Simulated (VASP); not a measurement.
A run of VASP 6.6.1 is set up as follows.

INCAR

```
PREC = Accurate
ENCUT = 750
EDIFF = 1E-6
ISMEAR = 0
SIGMA = 0.02
LREAL = False
LASPH = True
NELM = 120
ALGO = Normal
ISIF = 2
LWAVE = False
LCHARG = True
GGA = CA
LELF = True
LVHAR = True
NBANDS = 45
GGA_COMPAT = False
```

File KPOINTS:

```
regular mesh
0
Gamma
  6 6 6
```

POSCAR

```
LiNbO3
1.0
    2.5620336988      1.4791908457      4.5184286531
   -2.5620336988      1.4791908457      4.5184286531
    0.0000000000     -2.9583816913      4.5184286531
Li Nb O
2 2 6
Direct
    0.2500000000      0.2500000000      0.2500000000
    0.7500000000      0.7500000000      0.7500000000
    0.0000000000      0.0000000000      0.0000000000
    0.5000000000      0.5000000000      0.5000000000
    0.1254341554      0.3745658446      0.7500000000
    0.7500000000      0.1254341554      0.3745658446
    0.3745658446      0.7500000000      0.1254341554
    0.8745658446      0.6254341554      0.2500000000
    0.2500000000      0.8745658446      0.6254341554
    0.6254341554      0.2500000000      0.8745658446
```

Potentials or basis: VASP PAW LDA potentials, release 64 (Li_sv, Nb_sv, O).

The run is started by

```sh
$ cat potpaw_LDA.64/Li_sv/POTCAR potpaw_LDA.64/Nb_sv/POTCAR potpaw_LDA.64/O/POTCAR > POTCAR
$ mpirun -np 1 vasp_std > vasp.out
```

(1) Predict the largest force.

(2) Estimate the pressure.

Answers

(1) 0.008 eV/Å.

(2) 0.0 GPa.
